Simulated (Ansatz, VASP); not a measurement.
This is a calculation of BeS for VASP 6.6.1.

The input POSCAR:

```
BeS
1.0
    0.0000000000      2.4250000000      2.4250000000
    2.4250000000      0.0000000000      2.4250000000
    2.4250000000      2.4250000000      0.0000000000
S Be
1 1
Direct
    0.7500000000      0.7500000000      0.7500000000
    0.0000000000      0.0000000000      0.0000000000
```

INCAR.step1

```
PREC = Accurate ; ENCUT = 600
EDIFF = 1E-5 ; ISMEAR = -1
SIGMA = 0.05 ; LREAL = False
LASPH = True ; NELM = 60
ALGO = Normal ; LWAVE = True
LCHARG = False ; GGA = PE
NBANDS = 11
```

Contents of INCAR.step2:

```
PREC = Accurate ; ENCUT = 600
EDIFF = 1E-7 ; ISMEAR = -1
SIGMA = 0.05 ; LREAL = False
LASPH = True ; NELM = 60
ALGO = Normal ; ISIF = 3
LWAVE = False ; LCHARG = False
GGA = PS ; LHFCALC = True
AEXX = 0.25 ; PRECFOCK = Normal
IBRION = 2 ; NSW = 60
EDIFFG = -0.01 ; ISTART = 1
```

Contents of KPOINTS:

```
Automatic mesh
0
Gamma
  5 5 5
```

Potentials or basis: VASP PAW PBE potentials, release 64 (S, Be).

Run with:

```bash
$ cat potpaw_PBE.64/S/POTCAR potpaw_PBE.64/Be/POTCAR > POTCAR
$ cp INCAR.step1 INCAR
$ mpirun -np 1 vasp_std > vasp.out
$ cp INCAR.step2 INCAR
$ mpirun -np 1 vasp_std > vasp.out
```

Translate it to Ansatz 0.2.0. Potentials there: Ansatz PAW.

As run (the cutoff follows the program's own potentials):

input

```
crystal:
  lattice:
    - [0.0, 2.425, 2.425]
    - [2.425, 0.0, 2.425]
    - [2.425, 2.425, 0.0]
  atoms:
    - { symbol: S, position: [0.75, 0.75, 0.75] }
    - { symbol: Be, position: [0.0, 0.0, 0.0] }
hamiltonian:
  xc: { exchange: pbesol, correlation: pbesol, exx: { coeff: 0.25 } }
  pseudopotentials: { kind: paw }
kpoints:
  mp_grid: { grid: [5, 5, 5] }
scf:
  occupations: { method: fermi_dirac, width: 0.05 }
output:
  forces: true
  stress: true
  eigenvalues: true
relax:
  f_tol: 0.01
  max_steps: 40
  cell: { stress_tol: 0.05 }
```

Both were run:

|  | VASP | Ansatz | Ansatz less VASP |
| --- | --- | --- | --- |
| gap on the k mesh at the Fermi level, each at its own relaxed structure (eV) | 4.96 | 4.94 | -0.018 |
| relaxed volume (Å³/atom) | 14.08 | 14.09 | +0.011 |
| relaxed cell length with the largest relative difference (Å) | 3.415 | 3.415 | +0.0009 |

VASP's potentials were made for PBE, not for PBEsol-based global hybrid.

The k mesh is coarse, so the values compare programs but aren't converged. Noted on Ansatz's run: odd divisions of the mesh miss points on the zone boundary, where band edges often lie, so the gap on the mesh can be too wide; the plane-wave basis is chosen anew once the cell has moved, so the energies of steps on either side of that aren't comparable.
